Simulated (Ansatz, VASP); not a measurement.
# GaSb: VASP beside Ansatz

POSCAR

```
GaSb
1.0
    0.0000000000      3.0965083544      3.0965083544
    3.0965083544      0.0000000000      3.0965083544
    3.0965083544      3.0965083544      0.0000000000
Ga Sb
1 1
Direct
    0.0000000000      0.0000000000      0.0000000000
    0.2500000000      0.2500000000      0.2500000000
```

Contents of INCAR.step1:

```
  PREC = Accurate
  ENCUT = 520
  ISMEAR = 0
  SIGMA = 0.02
  LREAL = F
  LASPH = T
  NELM = 80
  NBANDS = 16
  GGA = PE
  ALGO = Normal
  EDIFF = 1E-4
  LWAVE = T
  LCHARG = F
```

File INCAR.step2:

```
  PREC = Accurate
  ENCUT = 520
  EDIFF = 1E-6
  ISMEAR = 0
  SIGMA = 0.02
  LREAL = F
  LASPH = T
  NELM = 80
  ALGO = Normal
  ISIF = 2
  LWAVE = F
  LCHARG = F
  METAGGA = R2SCAN
  LMIXTAU = T
  NBANDS = 16
  ISTART = 1
```

File KPOINTS:

```
Automatic mesh
0
Gamma
  10 10 10
```

Input for Ansatz:

```yaml
crystal:
  lattice:
    - [0.0, 3.0965083544, 3.0965083544]
    - [3.0965083544, 0.0, 3.0965083544]
    - [3.0965083544, 3.0965083544, 0.0]
  atoms:
    - { symbol: Ga, position: [0.0, 0.0, 0.0] }
    - { symbol: Sb, position: [0.25, 0.25, 0.25] }
basis:
  ecutwfc: 500
kpoints:
  mp_grid: { grid: [10, 10, 10] }
hamiltonian:
  xc: r2scan
scf:
  occupations: { method: gaussian, width: 0.02 }
output:
  forces: true
  stress: true
  eigenvalues: true
```

Alike in both runs: task single point; functional r2SCAN; k mesh 10 × 10 × 10; occupations gaussian, width 0.02 eV; no spin polarisation.

|  | VASP | Ansatz |
| --- | --- | --- |
| version | VASP 6.6.1 | Ansatz 0.2.0 |
| potentials or method | VASP PAW PBE potentials, release 64 (Ga_d, Sb), cutoff 520 eV | scalar-relativistic, plane waves, PAW |
| valence electrons in the cell | 18 | 28 |

VASP gave:

```
gap on the k mesh at the Fermi level (eV) : 0.18
least direct gap on the mesh (eV)         : 0.18
pressure (GPa)                            : -1.4
```

Problem. What did Ansatz give for the same quantities?

Solution. gap on the k mesh at the Fermi level (eV): 0.19; least direct gap on the mesh (eV): 0.19; pressure (GPa): -1.5.

VASP's potentials were made for PBE, not for r2SCAN. VASP's potentials hold 18 valence electrons a cell and Ansatz's 28, so a difference there can come from the potentials and not from the codes.

Spin-orbit coupling is off throughout.
